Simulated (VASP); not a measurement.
Mg, 1 atom in the cell. The structure is cubic, space group Fm-3m (No. 225). The conventional cell has a = 4.555 Å, b = 4.555 Å, c = 4.555 Å, α = 90.00°, β = 90.00°, γ = 90.00°. Mg (site symmetry m-3m) has 12 Mg at 3.22 Å within 4.2 Å. This isn't the form of Mg at room conditions, which is hcp.

```yaml
Program: VASP 6.6.1
Task: single point
Functional: r2SCAN
Potentials_or_basis: VASP PAW PBE potentials, release 64 (Mg)
Cutoff: 520 eV
k_mesh: 14 × 14 × 14
Occupations: fermi-dirac, width 0.1 eV
Spin: no spin polarisation
Dipole_correction: no
Further_INCAR_settings: ALGO = Normal; EDIFF = 1e-06; NBANDS = 7
```

Potentials or basis: VASP PAW PBE potentials, release 64 (Mg).

Launch:

```bash
$ cat potpaw_PBE.64/Mg/POTCAR > POTCAR
$ cp INCAR.step1 INCAR
$ mpirun -np 1 vasp_std > vasp.out
$ cp INCAR.step2 INCAR
$ mpirun -np 1 vasp_std > vasp.out
```

Hardware: 1 thread of AMD EPYC 7R13 Processor (Zen 3), with other jobs on the host.

Question: How long does it take, and how much memory?

Answer: Wall time 33 s on 1 thread of AMD EPYC 7R13 Processor (Zen 3), with other jobs on the host, peak memory 0.12 GiB. Counts: k points 104.
